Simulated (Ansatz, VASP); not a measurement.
**One calculation of MgO, two programs**

File INCAR:

```
  ALGO = Normal
  EDIFF = 1E-6
  ENCUT = 520
  GGA = PE
  ISIF = 2
  ISMEAR = 0
  LASPH = True
  LCHARG = False
  LREAL = False
  LWAVE = False
  NBANDS = 11
  NELM = 80
  PREC = Accurate
  SIGMA = 0.05
```

KPOINTS

```
k-points
0
Gamma
  14 14 14
```

File POSCAR:

```
MgO
1.0
    2.4698516559      0.0000000000      0.0000000000
    0.0000000000      2.4698516559      0.0000000000
    0.0000000000      0.0000000000      2.4698516559
Mg O
1 1
Direct
    0.0000000000      0.0000000000      0.0000000000
    0.5000000000      0.5000000000      0.5000000000
```

Input for Ansatz:

```yaml
crystal:
  lattice:
    - [2.4698516559, 0.0, 0.0]
    - [0.0, 2.4698516559, 0.0]
    - [0.0, 0.0, 2.4698516559]
  atoms:
    - { symbol: Mg, position: [0.0, 0.0, 0.0] }
    - { symbol: O, position: [0.5, 0.5, 0.5] }
basis:
  ecutwfc: 420
  ecutrho_ratio: 4
kpoints:
  mp_grid: { grid: [14, 14, 14] }
hamiltonian:
  xc: pbe
scf:
  occupations: { method: gaussian, width: 0.05 }
output:
  forces: true
  stress: true
  eigenvalues: true
```

Alike in both runs: task single point; functional PBE; k mesh 14 × 14 × 14; occupations gaussian, width 0.05 eV; no spin polarisation.

|  | VASP | Ansatz |
| --- | --- | --- |
| version | VASP 6.6.1 | Ansatz 0.2.0 |
| potentials or method | VASP PAW PBE potentials, release 64 (Mg, O), cutoff 520 eV | scalar-relativistic, plane waves, PAW |
| valence electrons in the cell | 8 | 16 |

|  | VASP | Ansatz | Ansatz less VASP |
| --- | --- | --- | --- |
| gap on the k mesh at the Fermi level (eV) | 4.55 | 4.56 | +0.007 |
| least direct gap on the mesh (eV) | 5.67 | 5.69 | +0.024 |

The functional is the same, so the differences come from potentials, cutoffs and numerics. VASP's potentials hold 8 valence electrons a cell and Ansatz's 16, so a difference there can come from the potentials and not from the codes.
